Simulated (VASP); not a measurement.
Input of a VASP 6.6.1 run:

File INCAR:

```
  ALGO = Normal
  EDIFF = 1E-6
  ENCUT = 520
  GGA = PE
  ISIF = 2
  ISMEAR = -1
  LASPH = T
  LCHARG = F
  LREAL = Auto
  LWAVE = F
  NBANDS = 122
  NELM = 100
  PREC = Accurate
  SIGMA = 0.05
```

Contents of KPOINTS:

```
k-points
0
Gamma
  2 2 1
```

File POSCAR:

```
Si13O24
1.0
   -2.4550000000      4.2521850000      5.4000000000
    4.9100000000      0.0000000000      5.4000000000
    4.9100000000      8.5043690000      0.0000000000
Si O
13 24
Direct
    0.0824181864      0.5652886837      0.9522700757
    0.3946124531      0.9758203801      0.0270315235
    0.0144530404     -0.0006410692      0.2778383257
    0.1236061906      0.5649358428      0.4470534859
    0.3885533686      0.9310549875      0.5505786809
   -0.0187169869     -0.0056231569      0.7641367677
    0.6309311263     -0.0109530622      0.2141615096
    0.9113448816      0.4298198771      0.2936563334
    0.5215122175      0.5118994949      0.5163914680
    0.5921197016      0.0967920280      0.7122385455
    0.8886034664      0.4352204411      0.7733915941
    0.4744365758      0.5724399505     -0.0200154456
    0.5799127504      0.3982324499      0.1932341804
    0.3066042146      0.4748051972      0.9713553972
    0.1821394850      0.0742640745      0.1278588887
    0.9233073257      0.5027275293      0.1145702578
    0.6188395093      0.2159172207      0.1084430419
    0.9236653109      0.1879557118      0.3544999739
    0.5681914682      0.8792884667      0.1213648639
    0.3397163826      0.4591096590      0.4855353063
    0.1528622573      0.0269806806      0.6076566086
    0.9430709824      0.5207643222      0.5930069926
    0.6341828324      0.3134318921      0.6167381301
    0.9107853845      0.1949262345      0.8221628943
    0.5050956345      1.0054851470      0.6265164710
    0.8543751301      0.9190849212      0.2418908357
    0.7049104814      0.5736858646      0.3718834261
    0.4586904326      0.0004928025      0.3698437769
    0.1197424297      0.8028936035      0.3887680118
    0.4272481450      0.6886884034      0.6021832961
    0.1013952912      0.4762416504      0.3216343413
    0.8037017143      0.9430642732      0.7294527457
    0.6629181735      0.5549009917      0.8324139189
    0.4546486199      0.1396649232      0.8718059353
    0.0434168243      0.8070341468      0.8981283182
    0.3636273399      0.8069392237     -0.0285783544
    0.0481922287      0.4748098429      0.8361332976
```

Potentials or basis: VASP PAW PBE potentials, release 64 (Si, O).

Launch:

```bash
$ cat potpaw_PBE.64/Si/POTCAR potpaw_PBE.64/O/POTCAR > POTCAR
$ mpirun -np 1 vasp_std > vasp.out
```

(1) Estimate the largest force.

(2) What does it give for the pressure?

(3) Predict the band gap on the k mesh.

Answers

(1) 0.065 eV/Å.

(2) 6.4 GPa.

(3) 1.94 eV.

Caveat: the k points lie up to 0.70 Å⁻¹ apart.
